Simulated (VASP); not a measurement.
# Re2Au (I4/mmm) in VASP: notebook

Re2Au is run at these levels: PBE; tasks: single point, relaxation of cell and atoms.

All numbers are computed with VASP 6.6.1; they aren't measurements. Logs are shortened: lines on timing, memory, paths and dates and some standing lists are left out, and cuts for length are marked.

## Step 1: The cell of the first run

The structure is tetragonal, space group I4/mmm (No. 139). The conventional cell has a = 3.334 Å, b = 3.334 Å, c = 8.179 Å, α = 90.00°, β = 90.00°, γ = 90.00°. Within 3.6 Å of Re (site symmetry 4mm) lie 9 Re at 2.70 to 3.33 Å and 5 Au at 2.72 to 2.74 Å. Within 3.6 Å of Au (site symmetry 4/mmm) lie 10 Re at 2.72 to 2.74 Å and 4 Au at 3.33 Å.

## Step 2: Single point, PBE

Input file INCAR:

```
ALGO = Fast
EDIFF = 1E-6
ENCUT = 520
GGA = PE
ISIF = 2
ISMEAR = 0
LASPH = T
LCHARG = F
LREAL = F
LWAVE = F
NBANDS = 20
NELM = 100
PREC = Accurate
SIGMA = 0.1
```

Input file KPOINTS:

```
k-points
0
Gamma
  8 8 8
```

Input file POSCAR:

```
Re2Au
1.0
   -1.6670449156      1.6670449156      4.0894695585
    1.6670449156     -1.6670449156      4.0894695585
    1.6670449156      1.6670449156     -4.0894695585
Re Au
2 1
Direct
    0.6650000000      0.6650000000      0.0000000000
    0.3350000000      0.3350000000      0.0000000000
    0.0000000000      0.0000000000      0.0000000000
```

Potentials or basis: VASP PAW PBE potentials, release 64 (Re, Au).

Command:

```console
> cat potpaw_PBE.64/Re/POTCAR potpaw_PBE.64/Au/POTCAR > POTCAR
> mpirun -np 1 vasp_std > vasp.out
```

OUTCAR:

```text
EDIFF = 1E-6
   ENCUT = 520
   GGA = PE
   ISIF = 2
   ISMEAR = 0
   LASPH = T
   LREAL = F
   NELM = 100
   PREC = Accurate

 ion  position               nearest neighbor table
   1  0.665  0.665  0.000-   2 2.70   3 2.72   3 2.72   3 2.72   3 2.72   2 2.74   2 2.74   2 2.74
                             2 2.74   3 2.74
   2  0.335  0.335  0.000-   1 2.70   3 2.72   3 2.72   3 2.72   3 2.72   1 2.74   1 2.74   1 2.74
                             1 2.74   3 2.74
   3  0.000  0.000  0.000-   1 2.72   1 2.72   1 2.72   2 2.72   1 2.72   2 2.72   2 2.72   2 2.72
                             1 2.74   2 2.74

  LATTYP: Found a body centered tetragonal cell.
 ALAT       =     3.3340898312
 C/A-ratio  =     2.4531250000

  Lattice vectors:

 A1 = (  -1.6670449156,   1.6670449156,   4.0894695585)
 A2 = (   1.6670449156,  -1.6670449156,   4.0894695585)
 A3 = (   1.6670449156,   1.6670449156,  -4.0894695585)

Analysis of symmetry for initial positions (statically):
=====================================================================
 Subroutine PRICEL returns:
 Original cell was already a primitive cell.

 Routine SETGRP: Setting up the symmetry group for a
 body centered tetragonal supercell.

 Subroutine GETGRP returns: Found 16 space group operations
 (whereof 16 operations were pure point group operations)
 out of a pool of 16 trial point group operations.

The static configuration has the point symmetry D_4h.

Analysis of symmetry for dynamics (positions and initial velocities):
=====================================================================
 Subroutine PRICEL returns:
 Original cell was already a primitive cell.

 Routine SETGRP: Setting up the symmetry group for a
 body centered tetragonal supercell.

 Subroutine GETGRP returns: Found 16 space group operations
 (whereof 16 operations were pure point group operations)
 out of a pool of 16 trial point group operations.

The dynamic configuration has the point symmetry D_4h.

 Subroutine INISYM returns: Found 16 space group operations
 (whereof 16 operations are pure point group operations),
 and found     1 'primitive' translations

----------------------------------------------------------------------------------------

                                     Primitive cell

  volume of cell :      45.4592

  direct lattice vectors                    reciprocal lattice vectors
    -1.667044916  1.667044916  4.089469559     0.000000000  0.299931931  0.122265246
     1.667044916 -1.667044916  4.089469559     0.299931931  0.000000000  0.122265246
     1.667044916  1.667044916 -4.089469559     0.299931931  0.299931931  0.000000000

  length of vectors
     4.720364263  4.720364263  4.720364263     0.323894973  0.323894973  0.424167804

  position of ions in fractional coordinates (direct lattice)
     0.665000000  0.665000000  0.000000000
     0.335000000  0.335000000  0.000000000
     0.000000000  0.000000000  0.000000000

  ion indices of the primitive-cell ions
   primitive index   ion index
                 1           1
                 2           2
                 3           3

----------------------------------------------------------------------------------------

 KPOINTS: k-points

Automatic generation of k-mesh.
 Grid dimensions read from file:
 generate k-points for:    8    8    8

 Generating k-lattice:

  Cartesian coordinates                     Fractional coordinates (reciprocal lattice)
     0.000000000  0.037491491  0.015283156     0.125000000 -0.000000000  0.000000000
     0.037491491  0.000000000  0.015283156    -0.000000000  0.125000000  0.000000000
     0.037491491  0.037491491  0.000000000     0.000000000  0.000000000  0.125000000

  Length of vectors
     0.040486872  0.040486872  0.053020976

  Shift w.r.t. Gamma in fractional coordinates (k-lattice)
     0.000000000  0.000000000  0.000000000

 Subroutine IBZKPT returns following result:
 ===========================================

 Found     59 irreducible k-points:

 Following reciprocal coordinates:
            Coordinates               Weight
  0.000000  0.000000  0.000000      1.000000
  0.125000 -0.000000  0.000000      8.000000
  0.250000 -0.000000  0.000000      8.000000
  0.375000  0.000000 -0.000000      8.000000
  0.500000 -0.000000  0.000000      4.000000
  0.125000  0.125000  0.000000      8.000000
[... 16 lines left out ...]
  0.250000  0.125000  0.125000     16.000000
  0.375000  0.125000  0.125000      8.000000
 [... further k-points ...]
   k-points           NKPTS =     59   k-points in BZ     NKDIM =     59   number of bands    NBANDS=     20
   number of dos      NEDOS =    301   number of ions     NIONS =      3
   total plane-waves  NPLWV =  46656
   dimension x,y,z NGX =    36 NGY =   36 NGZ =   36
   dimension x,y,z NGXF=    72 NGYF=   72 NGZF=   72
   ions per type =               2   1
   NGX,Y,Z   is equivalent  to a cutoff of  12.68, 12.68, 12.68 a.u.
   NGXF,Y,Z  is equivalent  to a cutoff of  25.36, 25.36, 25.36 a.u.
 SYSTEM =  unknown system
   PREC   = accura    normal or accurate (medium, high low for compatibility)
   ISTART =      0    job   : 0-new  1-cont  2-samecut
   ICHARG =      2    charge: 1-file 2-atom 10-const
   ISPIN  =      1    spin polarized calculation?
   LNONCOLLINEAR =      F non collinear calculations
   LSORBIT =      F    spin-orbit coupling
   LASPH  =      T    aspherical Exc in radial PAW
   ENCUT  =  520.0 eV  38.22 Ry    6.18 a.u.   8.78  8.78  8.78*2*pi/ulx,y,z
   NELM   =    100;   NELMIN=  2; NELMDL= -5     # of ELM steps
   EDIFF  = 0.1E-05   stopping-criterion for ELM
   LREAL  =      F    real-space projection
   EDIFFG = 0.1E-04   stopping-criterion for IOM
   NSW    =      0    number of steps for IOM
   IBRION =     -1    ionic relax: 0-MD 1-quasi-New 2-CG
   NFREE  =      0    steps in history (QN), initial steepest desc. (CG)
   ISIF   =      2    stress and relaxation
   ISYM   =      2    0-nonsym 1-usesym 2-fastsym
   POTIM  = 0.5000    time-step for ionic-motion
   TEBEG  =    0.0;   TEEND  =   0.0 temperature during run
   PSTRESS=    0.0 pullay stress
   NELECT =      25.0000    total number of electrons
   NUPDOWN=      -1.0000    fix difference up-down
   EMIN   =  10.00;   EMAX   =-10.00  energy-range for DOS
   EFERMI =   0.00;   METHOD = LEGACY
   ISMEAR =     0;   SIGMA  =   0.10  broadening in eV -4-tet -1-fermi 0-gaus
   EFERMI_NEDOS =   21; number of points for ismear=-14 and -15
   IALGO  =     68    algorithm
   IMIX   =      4    mixing-type and parameters
     AMIX     =   0.40;   BMIX     =  1.00
     AMIX_MAG =   1.60;   BMIX_MAG =  1.00
  volume/ion in A,a.u.               =      15.15       102.26
  Fermi-wavevector in a.u.,A,eV,Ry     =   1.341264  2.534622 24.476738  1.798989
  Thomas-Fermi vector in A             =   2.469511
   LORBIT       =      0    0 simple, 1 ext, 2 COOP (PROOUT), +10 PAW based schemes
   GGA     = PE    functional components
   LHFCALC =     F    Hartree Fock is set to
   AEXX    =    0.0000 exact exchange contribution
   IVDW    =     0    specifies the selected vdW correction
   LEPSILON=     F    determine dielectric tensor
   LRPA    =     F    only Hartree local field effects (RPA)
 non-spin polarized calculation
 RMM-DIIS sequential band-by-band and
 Gauss-broadening in eV      SIGMA  =   0.10
  energy-cutoff  :      520.00
  volume of cell :       45.46
 maximum number of plane-waves:      1236
   NGX = 17   NGY = 17   NGZ = 17

 number of electron      25.0000001 magnetization

 Free energy of the ion-electron system (eV)
  ---------------------------------------------------
  ext. energy  EPLUGINS =         0.00000000
  ---------------------------------------------------
  free energy    TOTEN  =       -26.33703114 eV

  energy without entropy =      -26.32724805  energy(sigma->0) =      -26.33213959

 E-fermi :   9.4047     XC(G=0): -13.5270

 val. band max:        9.3996123843   @ k =  -0.3750   0.5000   0.2500
 cond. band min:       9.4528727696   @ k =   0.5000  -0.0000   0.0000
 fundamental gap:      0.0532603853
 Fermi energy:         9.4047257018

 k-point     1 :       0.0000    0.0000    0.0000
  band No.  band energies     occupation
      1      -1.3483      2.00000
      2       2.4558      2.00000
      3       3.1624      2.00000
      4       3.5237      2.00000
      5       4.1508      2.00000
      6       4.1508      2.00000
[... 12 lines left out ...]
     19      22.1599      0.00000
     20      22.3115      0.00000

 k-point     2 :       0.1250   -0.0000    0.0000
  band No.  band energies     occupation
      1      -0.9939      2.00000
      2       2.4866      2.00000
      3       3.1579      2.00000
      4       3.5214      2.00000
      5       3.5240      2.00000
      6       4.0035      2.00000
[... 12 lines left out ...]
     19      18.9225      0.00000
     20      20.2739      0.00000

 k-point     3 :       0.2500   -0.0000    0.0000
  band No.  band energies     occupation
      1      -0.0034      2.00000
      2       2.3541      2.00000
      3       2.7316      2.00000
      4       3.3588      2.00000
      5       3.4045      2.00000
      6       3.6546      2.00000
[... 12 lines left out ...]
     19      18.1414      0.00000
     20      18.7863      0.00000

 k-point     4 :       0.3750    0.0000   -0.0000
  band No.  band energies     occupation
      1       1.3239      2.00000
      2       1.7825      2.00000
      3       2.6953      2.00000
      4       2.9003      2.00000
      5       3.5024      2.00000
      6       3.5813      2.00000
[... 12 lines left out ...]
     19      18.2879      0.00000
     20      20.6611      0.00000

 k-point     5 :       0.5000   -0.0000    0.0000
  band No.  band energies     occupation
      1       1.5142      2.00000
      2       2.0757      2.00000
      3       2.6914      2.00000
      4       3.0852      2.00000
      5       3.2541      2.00000
      6       3.4543      2.00000
[... 12 lines left out ...]
     19      18.3628      0.00000
     20      21.1770      0.00000
[... 353 lines left out ...]
      6       5.2313      2.00000
[... 12 lines left out ...]
     19      16.2646      0.00000
     20      16.4981      0.00000

 k-point    22 :       0.1250    0.1250    0.1250
  band No.  band energies     occupation
      1       0.7633      2.00000
      2       2.4662      2.00000
      3       3.1746      2.00000
      4       3.2299      2.00000
      5       3.3806      2.00000
      6       3.5473      2.00000
[... 12 lines left out ...]
     19      17.3789      0.00000
     20      17.5717      0.00000

 k-point    23 :       0.2500    0.1250    0.1250
  band No.  band energies     occupation
      1       1.6478      2.00000
      2       2.3295      2.00000
      3       2.9464      2.00000
      4       3.1458      2.00000
      5       3.3362      2.00000
      6       4.0035      2.00000
[... 12 lines left out ...]
     19      16.6565      0.00000
     20      17.7742      0.00000

 k-point    24 :       0.3750    0.1250    0.1250
  band No.  band energies     occupation
      1       2.2829      2.00000
      2       2.3710      2.00000
      3       2.5363      2.00000
      4       2.9427      2.00000
      5       3.3136      2.00000
      6       4.6185      2.00000
[... 12 lines left out ...]
     19      16.7411      0.00000
     20      18.7127      0.00000

 [... further k-points ...]
[... 5 lines left out ...]
  --------------------------------------------------------------------------------------
  -------------------------------------------------------------------------------------
  Total        2.1383873      2.1383873      7.3107711      0.0000000      0.0000000      0.0000000
  in kB       75.3659850     75.3659850    257.6630814      0.0000000      0.0000000      0.0000000
  external PRESSURE =     136.1316838 kB  Pullay stress =       0.0000000 kB

 VOLUME and BASIS-vectors are now :
 -----------------------------------------------------------------------------
  energy-cutoff  :      520.00
  volume of cell :       45.46
      direct lattice vectors                 reciprocal lattice vectors
    -1.667044916  1.667044916  4.089469559     0.000000000  0.299931931  0.122265246
     1.667044916 -1.667044916  4.089469559     0.299931931  0.000000000  0.122265246
     1.667044916  1.667044916 -4.089469559     0.299931931  0.299931931  0.000000000

 POSITION                                       TOTAL-FORCE (eV/Angst)
 -----------------------------------------------------------------------------------
      0.00000      0.00000      5.43899        -0.000000     -0.000000      1.489567
      0.00000      0.00000      2.73994         0.000000      0.000000     -1.489567
      0.00000      0.00000      0.00000         0.000000      0.000000     -0.000000
 -----------------------------------------------------------------------------------
    total drift:                               -0.000000     -0.000000     -0.000000

  FREE ENERGIE OF THE ION-ELECTRON SYSTEM (eV)
  ---------------------------------------------------
  free  energy   TOTEN  =       -26.3370311377 eV

  energy  without entropy=      -26.3272480477  energy(sigma->0) =      -26.33213959
```

Wall time 39 s (1 thread of Intel Xeon 6975P-C (Granite Rapids), shared host); peak memory 0.24 GiB.

What came out:

```
Free energy   : -26.3370 eV
Pressure      : 13.6 GPa
Largest force : 1.490 eV/Å
```

Forces in eV/Å, atoms in the order of the input:
```
Re   0.000  0.000  1.490
Re   0.000  0.000 -1.490
Au   0.000  0.000  0.000
```

Levels at points of the mesh, in eV from the Fermi level:
```tsv
k point	band 10	band 11	band 12	band 13	band 14	band 15	band 16	band 17
(0.00, 0.00, 0.00)	-1.63	-1.63	-1.04	-1.04	-0.77	0.58	1.64	4.31
(0.50, 0.00, 0.00)	-2.05	-0.93	0.05	0.35	0.72	1.64	2.07	2.26
(0.50, 0.50, 0.00)	-2.74	-1.30	-0.94	0.81	1.04	1.08	2.43	4.19
(0.50, 0.50, 0.50)	-2.57	-2.08	-0.84	-0.58	2.24	2.24	2.57	2.66
```

Caveat: spin-orbit coupling is left out, which moves the levels of the heavy elements; forces of over 1 eV/Å act on the atoms, so gaps and moduli don't describe the material at rest.

## Step 3: Single point, PBE

This run uses another cell than the first one, of 16.00 Å³/atom, 1.056 times its volume.

Input file INCAR:

```
SYSTEM = Re2Au
PREC     = Accurate       ! precision mode
ENCUT    = 520            ! plane-wave cutoff, eV
EDIFF    = 1E-7           ! SCF threshold, eV
ISMEAR   = 0              ! smearing method
SIGMA    = 0.1            ! smearing width, eV
LREAL    = .False.        ! projectors in reciprocal space
LASPH    = .True.         ! aspherical terms in the spheres
NELM     = 100            ! most SCF steps
ALGO     = Normal         ! electronic algorithm
ISIF     = 2              ! what is computed and relaxed
LWAVE    = .False.        ! write WAVECAR
LCHARG   = .False.        ! write CHGCAR
GGA      = PE             ! functional
NBANDS   = 20             ! bands
```

Input file KPOINTS:

```
Automatic mesh
0
Gamma
  8 8 8
  0 0 0
```

Input file POSCAR:

```
Re2Au
1.0
   -1.6436964405      1.6436964405      4.4407841218
    1.6436964405     -1.6436964405      4.4407841218
    1.6436964405      1.6436964405     -4.4407841218
Re Au
2 1
Direct
    0.6810007817      0.6810007817      0.0000000000
    0.3189992183      0.3189992183      0.0000000000
    0.0000000000      0.0000000000      0.0000000000
```

Potentials or basis: VASP PAW PBE potentials, release 64 (Re, Au).

Command:

```console
> cat potpaw_PBE.64/Re/POTCAR potpaw_PBE.64/Au/POTCAR > POTCAR
> mpirun -np 1 vasp_std > vasp.out
```

Wall time 58 s (1 thread of Intel Xeon 6975P-C (Granite Rapids), shared host); peak memory 0.26 GiB.

Results (log left out):

| Quantity | Value |
| --- | --- |
| Free energy | -26.7368 eV |
| Pressure | -0.7 GPa |
| Largest force | 0.100 eV/Å |

Forces in eV/Å, atoms in the order of the input:
```
Re   0.000  0.000  0.100
Re   0.000  0.000 -0.100
Au   0.000  0.000  0.000
```

Stress tensor (GPa, compression positive):
```
-0.88  0.00  0.00
 0.00 -0.88  0.00
 0.00  0.00 -0.48
```

Levels at points of the mesh, in eV from the Fermi level:
| k point | band 10 | band 11 | band 12 | band 13 | band 14 | band 15 |
| --- | --- | --- | --- | --- | --- | --- |
| (0.00, 0.00, 0.00) | -1.68 | -1.13 | -1.13 | -0.91 | -0.91 | 0.76 |
| (0.50, 0.00, 0.00) | -2.35 | -1.48 | -0.47 | 0.75 | 0.95 | 1.68 |
| (0.50, 0.50, 0.00) | -2.74 | -0.71 | -0.12 | 0.64 | 1.11 | 1.17 |
| (0.50, 0.50, 0.50) | -1.73 | -1.73 | -0.62 | -0.11 | 1.42 | 1.56 |

Caveat: spin-orbit coupling is left out, which moves the levels of the heavy elements.

(Part 1 of 2 ends here.)
